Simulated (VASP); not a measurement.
# NiO (Fm-3m) in VASP: single point with LDA

Aim: the single point of NiO with LDA.

Program: VASP 6.6.1. These are calculated values, not measurements. Logs are shortened: lines on timing, memory, paths and dates and some standing lists are left out, and cuts for length are marked.

## Step 1: The cell of the first run

It takes space group Fm-3m (No. 225, cubic). The conventional cell has a = 4.169 Å, b = 4.169 Å, c = 4.169 Å, α = 90.00°, β = 90.00°, γ = 90.00°. Ni (site symmetry m-3m) has 6 O at 2.08 Å within 2.8 Å. O (site symmetry m-3m) has 6 Ni at 2.08 Å within 2.8 Å.

## Step 2: Single point, LDA, collinear spin, ferromagnetic start (volume scaled by 0.99)

INCAR reads:

```
PREC = Accurate ; ENCUT = 520
EDIFF = 1E-6 ; ISMEAR = -1
SIGMA = 0.03 ; LREAL = False
LASPH = True ; NELM = 150
ALGO = Normal ; ISIF = 2
LWAVE = False ; LCHARG = False
ISPIN = 2 ; MAGMOM = 1.5 0
LORBIT = 11 ; LMAXMIX = 4
NBANDS = 19
```

KPOINTS reads:

```
Automatic mesh
0
Gamma
  17 17 17
```

POSCAR reads:

```
NiO
1.0
    0.0000000000      2.0843155999      2.0843155999
    2.0843155999      0.0000000000      2.0843155999
    2.0843155999      2.0843155999      0.0000000000
Ni O
1 1
Direct
    0.0000000000      0.0000000000      0.0000000000
    0.5000000000      0.5000000000      0.5000000000
```

Potentials or basis: VASP PAW LDA potentials, release 64 (Ni, O).

On the command line:

```bash
$ cat potpaw_LDA.64/Ni/POTCAR potpaw_LDA.64/O/POTCAR > POTCAR
$ mpirun -np 1 vasp_std > vasp.out
```

OUTCAR:

```text
PREC = Accurate
   ENCUT = 520
   EDIFF = 1E-6
   ISMEAR = -1
   LREAL = False
   LASPH = True
   NELM = 150
   ISIF = 2
   ISPIN = 2
   LORBIT = 11

 ion  position               nearest neighbor table
   1  0.000  0.000  0.000-   2 2.08   2 2.08   2 2.08   2 2.08   2 2.08   2 2.08
   2  0.500  0.500  0.500-   1 2.08   1 2.08   1 2.08   1 2.08   1 2.08   1 2.08

  LATTYP: Found a face centered cubic cell.
 ALAT       =     4.1686311998

  Lattice vectors:

 A1 = (   0.0000000000,   2.0843155999,   2.0843155999)
 A2 = (   2.0843155999,   0.0000000000,   2.0843155999)
 A3 = (   2.0843155999,   2.0843155999,   0.0000000000)

Analysis of symmetry for initial positions (statically):
=====================================================================
 Subroutine PRICEL returns:
 Original cell was already a primitive cell.

 Routine SETGRP: Setting up the symmetry group for a
 face centered cubic supercell.

 Subroutine GETGRP returns: Found 48 space group operations
 (whereof 48 operations were pure point group operations)
 out of a pool of 48 trial point group operations.

The static configuration has the point symmetry O_h .

Analysis of symmetry for dynamics (positions and initial velocities):
=====================================================================
 Subroutine PRICEL returns:
 Original cell was already a primitive cell.

 Routine SETGRP: Setting up the symmetry group for a
 face centered cubic supercell.

 Subroutine GETGRP returns: Found 48 space group operations
 (whereof 48 operations were pure point group operations)
 out of a pool of 48 trial point group operations.

The dynamic configuration has the point symmetry O_h .

Analysis of structural, dynamic, and magnetic symmetry:
=====================================================================
 Subroutine PRICEL returns:
 Original cell was already a primitive cell.

 Routine SETGRP: Setting up the symmetry group for a
 face centered cubic supercell.

 Subroutine GETGRP returns: Found 48 space group operations
 (whereof 48 operations were pure point group operations)
 out of a pool of 48 trial point group operations.

The overall configuration has the point symmetry O_h .

 Subroutine INISYM returns: Found 48 space group operations
 (whereof 48 operations are pure point group operations),
 and found     1 'primitive' translations

----------------------------------------------------------------------------------------

                                     Primitive cell

  volume of cell :      18.1101

  direct lattice vectors                    reciprocal lattice vectors
     0.000000000  2.084315600  2.084315600    -0.239886896  0.239886896  0.239886896
     2.084315600  0.000000000  2.084315600     0.239886896 -0.239886896  0.239886896
     2.084315600  2.084315600  0.000000000     0.239886896  0.239886896 -0.239886896

  length of vectors
     2.947667390  2.947667390  2.947667390     0.415496292  0.415496292  0.415496292

  position of ions in fractional coordinates (direct lattice)
     0.000000000  0.000000000  0.000000000
     0.500000000  0.500000000  0.500000000

  ion indices of the primitive-cell ions
   primitive index   ion index
                 1           1
                 2           2

----------------------------------------------------------------------------------------

 KPOINTS: Automatic mesh

Automatic generation of k-mesh.
 Grid dimensions read from file:
 generate k-points for:   17   17   17

 Generating k-lattice:

  Cartesian coordinates                     Fractional coordinates (reciprocal lattice)
    -0.014110994  0.014110994  0.014110994     0.058823529  0.000000000  0.000000000
     0.014110994 -0.014110994  0.014110994     0.000000000  0.058823529  0.000000000
     0.014110994  0.014110994 -0.014110994     0.000000000  0.000000000  0.058823529

  Length of vectors
     0.024440958  0.024440958  0.024440958

  Shift w.r.t. Gamma in fractional coordinates (k-lattice)
     0.000000000  0.000000000  0.000000000

 Subroutine IBZKPT returns following result:
 ===========================================

 Found    165 irreducible k-points:

 Following reciprocal coordinates:
            Coordinates               Weight
  0.000000  0.000000  0.000000      1.000000
  0.058824  0.000000  0.000000      8.000000
  0.117647  0.000000  0.000000      8.000000
  0.176471  0.000000  0.000000      8.000000
  0.235294  0.000000  0.000000      8.000000
  0.294118  0.000000  0.000000      8.000000
[... 16 lines left out ...]
 -0.176471  0.058824  0.000000     24.000000
 -0.117647  0.058824  0.000000     24.000000
 [... further k-points ...]
   k-points           NKPTS =    165   k-points in BZ     NKDIM =    165   number of bands    NBANDS=     19
   number of dos      NEDOS =    301   number of ions     NIONS =      2
   total plane-waves  NPLWV =  13824
   dimension x,y,z NGX =    24 NGY =   24 NGZ =   24
   dimension x,y,z NGXF=    48 NGYF=   48 NGZF=   48
   ions per type =               1   1
   NGX,Y,Z   is equivalent  to a cutoff of  13.54, 13.54, 13.54 a.u.
   NGXF,Y,Z  is equivalent  to a cutoff of  27.07, 27.07, 27.07 a.u.
 SYSTEM =  unknown system
   PREC   = accura    normal or accurate (medium, high low for compatibility)
   ISTART =      0    job   : 0-new  1-cont  2-samecut
   ICHARG =      2    charge: 1-file 2-atom 10-const
   ISPIN  =      2    spin polarized calculation?
   LNONCOLLINEAR =      F non collinear calculations
   LSORBIT =      F    spin-orbit coupling
   LASPH  =      T    aspherical Exc in radial PAW
   ENCUT  =  520.0 eV  38.22 Ry    6.18 a.u.   5.48  5.48  5.48*2*pi/ulx,y,z
   NELM   =    150;   NELMIN=  2; NELMDL= -5     # of ELM steps
   EDIFF  = 0.1E-05   stopping-criterion for ELM
   LREAL  =      F    real-space projection
   EDIFFG = 0.1E-04   stopping-criterion for IOM
   NSW    =      0    number of steps for IOM
   IBRION =     -1    ionic relax: 0-MD 1-quasi-New 2-CG
   NFREE  =      0    steps in history (QN), initial steepest desc. (CG)
   ISIF   =      2    stress and relaxation
   ISYM   =      2    0-nonsym 1-usesym 2-fastsym
   POTIM  = 0.5000    time-step for ionic-motion
   TEBEG  =    0.0;   TEEND  =   0.0 temperature during run
   PSTRESS=    0.0 pullay stress
   NELECT =      16.0000    total number of electrons
   NUPDOWN=      -1.0000    fix difference up-down
   EMIN   =  10.00;   EMAX   =-10.00  energy-range for DOS
   EFERMI =   0.00;   METHOD = LEGACY
   ISMEAR =    -1;   SIGMA  =   0.03  broadening in eV -4-tet -1-fermi 0-gaus
   EFERMI_NEDOS =   21; number of points for ismear=-14 and -15
   IALGO  =     38    algorithm
   IMIX   =      4    mixing-type and parameters
     AMIX     =   0.40;   BMIX     =  1.00
     AMIX_MAG =   1.60;   BMIX_MAG =  1.00
  volume/ion in A,a.u.               =       9.06        61.11
  Fermi-wavevector in a.u.,A,eV,Ry     =   1.570874  2.968521 33.574350  2.467645
  Thomas-Fermi vector in A             =   2.672542
   LORBIT       =     11    0 simple, 1 ext, 2 COOP (PROOUT), +10 PAW based schemes
   GGA     = CA    functional components
   LHFCALC =     F    Hartree Fock is set to
   AEXX    =    0.0000 exact exchange contribution
   IVDW    =     0    specifies the selected vdW correction
   LEPSILON=     F    determine dielectric tensor
   LRPA    =     F    only Hartree local field effects (RPA)
 spin polarized calculation
  energy-cutoff  :      520.00
  volume of cell :       18.11
 maximum number of plane-waves:       531
 NGX is ok and might be reduce to    24
   NGX = 11   NGY = 11   NGZ = 11

 number of electron      16.0000000 magnetization      -0.0019502

 number of electron      16.0000000 magnetization       0.0072423

 Free energy of the ion-electron system (eV)
  ---------------------------------------------------
  ext. energy  EPLUGINS =         0.00000000
  ---------------------------------------------------
  free energy    TOTEN  =       -13.29427729 eV

  energy without entropy =      -13.28820152  energy(sigma->0) =      -13.29123941

 E-fermi :   7.5611     XC(G=0): -13.2059

 val. band max:        7.5585393442   @ k =  -0.4118   0.3529   0.0588
 cond. band min:       7.5614522141   @ k =  -0.3529   0.4118   0.1176
 fundamental gap:      0.0029128699
 Fermi energy:         7.5611029349

 spin component 1

 k-point     1 :       0.0000    0.0000    0.0000
  band No.  band energies     occupation
      1     -12.6110      1.00000
      2       4.4817      1.00000
      3       4.4817      1.00000
      4       4.4817      1.00000
      5       5.7624      1.00000
      6       5.7624      1.00000
[... 11 lines left out ...]
     18      33.7869      0.00000
     19      33.7869      0.00000

 k-point     2 :       0.0588    0.0000    0.0000
  band No.  band energies     occupation
      1     -12.5699      1.00000
      2       4.1512      1.00000
      3       4.2779      1.00000
      4       4.2779      1.00000
      5       5.8006      1.00000
      6       5.8006      1.00000
[... 11 lines left out ...]
     18      34.4271      0.00000
     19      34.4271      0.00000

 k-point     3 :       0.1176    0.0000    0.0000
  band No.  band energies     occupation
      1     -12.4503      1.00000
      2       3.4135      1.00000
      3       3.8636      1.00000
      4       3.8636      1.00000
      5       5.8809      1.00000
      6       5.8809      1.00000
[... 11 lines left out ...]
     18      35.8057      0.00000
     19      35.8057      0.00000

 k-point     4 :       0.1765    0.0000    0.0000
  band No.  band energies     occupation
      1     -12.2622      1.00000
      2       2.5361      1.00000
      3       3.4214      1.00000
      4       3.4214      1.00000
      5       5.9979      1.00000
      6       5.9979      1.00000
[... 407 lines left out ...]
     18      38.1081      0.00000
     19      39.2508      0.00000

 k-point    23 :      -0.1765    0.0588    0.0000
  band No.  band energies     occupation
      1     -12.1576      1.00000
      2       2.1316      1.00000
      3       3.1398      1.00000
      4       3.3918      1.00000
      5       5.9914      1.00000
      6       6.0870      1.00000
[... 11 lines left out ...]
     18      37.1310      0.00000
     19      38.4775      0.00000

 k-point    24 :      -0.1176    0.0588    0.0000
  band No.  band energies     occupation
      1     -12.3614      1.00000
      2       2.9381      1.00000
      3       3.5407      1.00000
      4       3.8389      1.00000
      5       5.8775      1.00000
      6       5.9914      1.00000
[... 11 lines left out ...]
     18      35.6802      0.00000
     19      37.1549      0.00000

 [... further k-points ...]

 spin component 2

 k-point     1 :       0.0000    0.0000    0.0000
  band No.  band energies     occupation
      1     -12.6090      1.00000
      2       4.4840      1.00000
      3       4.4840      1.00000
      4       4.4840      1.00000
      5       5.7663      1.00000
      6       5.7663      1.00000
[... 11 lines left out ...]
     18      33.7890      0.00000
     19      33.7890      0.00000

 k-point     2 :       0.0588    0.0000    0.0000
  band No.  band energies     occupation
      1     -12.5680      1.00000
      2       4.1535      1.00000
      3       4.2806      1.00000
      4       4.2806      1.00000
      5       5.8046      1.00000
      6       5.8046      1.00000
[... 11 lines left out ...]
     18      34.4292      0.00000
     19      34.4292      0.00000

 k-point     3 :       0.1176    0.0000    0.0000
  band No.  band energies     occupation
      1     -12.4484      1.00000
      2       3.4157      1.00000
      3       3.8668      1.00000
      4       3.8668      1.00000
      5       5.8851      1.00000
      6       5.8851      1.00000
[... 11 lines left out ...]
     18      35.8078      0.00000
     19      35.8078      0.00000

 k-point     4 :       0.1765    0.0000    0.0000
  band No.  band energies     occupation
      1     -12.2603      1.00000
      2       2.5382      1.00000
      3       3.4249      1.00000
      4       3.4249      1.00000
      5       6.0022      1.00000
      6       6.0022      1.00000
[... 407 lines left out ...]
     18      38.1100      0.00000
     19      39.2530      0.00000

 k-point    23 :      -0.1765    0.0588    0.0000
  band No.  band energies     occupation
      1     -12.1557      1.00000
      2       2.1338      1.00000
      3       3.1434      1.00000
      4       3.3948      1.00000
      5       5.9955      1.00000
      6       6.0917      1.00000
[... 11 lines left out ...]
     18      37.1330      0.00000
     19      38.4797      0.00000

 k-point    24 :      -0.1176    0.0588    0.0000
  band No.  band energies     occupation
      1     -12.3595      1.00000
      2       2.9405      1.00000
      3       3.5442      1.00000
      4       3.8416      1.00000
      5       5.8814      1.00000
      6       5.9963      1.00000
[... 11 lines left out ...]
     18      35.6823      0.00000
     19      37.1571      0.00000

 [... further k-points ...]
[... 5 lines left out ...]
  --------------------------------------------------------------------------------------
  -------------------------------------------------------------------------------------
  Total       -2.1926833     -2.1926833     -2.1926833      0.0000000     -0.0000000      0.0000000
  in kB     -193.9840655   -193.9840655   -193.9840655      0.0000000     -0.0000000      0.0000000
  external PRESSURE =    -193.9840655 kB  Pullay stress =       0.0000000 kB

 VOLUME and BASIS-vectors are now :
 -----------------------------------------------------------------------------
  energy-cutoff  :      520.00
  volume of cell :       18.11
      direct lattice vectors                 reciprocal lattice vectors
     0.000000000  2.084315600  2.084315600    -0.239886896  0.239886896  0.239886896
     2.084315600  0.000000000  2.084315600     0.239886896 -0.239886896  0.239886896
     2.084315600  2.084315600  0.000000000     0.239886896  0.239886896 -0.239886896

 POSITION                                       TOTAL-FORCE (eV/Angst)
 -----------------------------------------------------------------------------------
      0.00000      0.00000      0.00000         0.000000      0.000000     -0.000000
      2.08432      2.08432      2.08432        -0.000000     -0.000000      0.000000
 -----------------------------------------------------------------------------------
    total drift:                                0.000000     -0.000000     -0.000000

  FREE ENERGIE OF THE ION-ELECTRON SYSTEM (eV)
  ---------------------------------------------------
  free  energy   TOTEN  =       -13.2942772897 eV

  energy  without entropy=      -13.2882015218  energy(sigma->0) =      -13.29123941

 total charge

# of ion       s       p       d       tot
------------------------------------------
    1        0.332   0.398   8.362   9.092
    2        1.562   3.335   0.000   4.898
--------------------------------------------------
tot          1.894   3.734   8.362  13.990

 magnetization (x)

# of ion       s       p       d       tot
------------------------------------------
    1        0.000   0.000   0.005   0.006
    2        0.000   0.001   0.000   0.001
--------------------------------------------------
tot          0.000   0.001   0.005   0.007
```

Wall time 6.3 min (1 thread of AMD EPYC 7R13, shared host); peak memory 0.18 GiB.

Results:

* Free energy: -13.2943 eV
* Pressure: -19.4 GPa
* Band gap on the k mesh: zero (filled and empty bands overlap)
* Net moment: 0.01 μB per cell
* Valence electrons inside the program's atomic spheres: Ni 9.09; O 4.90

Levels at points of the mesh, in eV from the Fermi level:
Spin up:
```tsv
k point	band 4	band 5	band 6	band 7	band 8	band 9	band 10	band 11	band 12	band 13
(0.00, 0.00, 0.00)	-3.08	-1.80	-1.80	-1.80	-1.61	-1.61	1.75	17.80	19.10	19.10
```
Spin down:
```
           k point  band 6  band 7  band 8  band 9  band 10  band 11
(0.00, 0.00, 0.00)   -1.79   -1.79   -1.60   -1.60     1.75    17.80
```

Caveat: the starting moments collapsed, and a magnetic state may lie lower; semilocal functionals often make such compounds metallic where correlation or magnetic order opens a gap, which also shifts bond lengths.
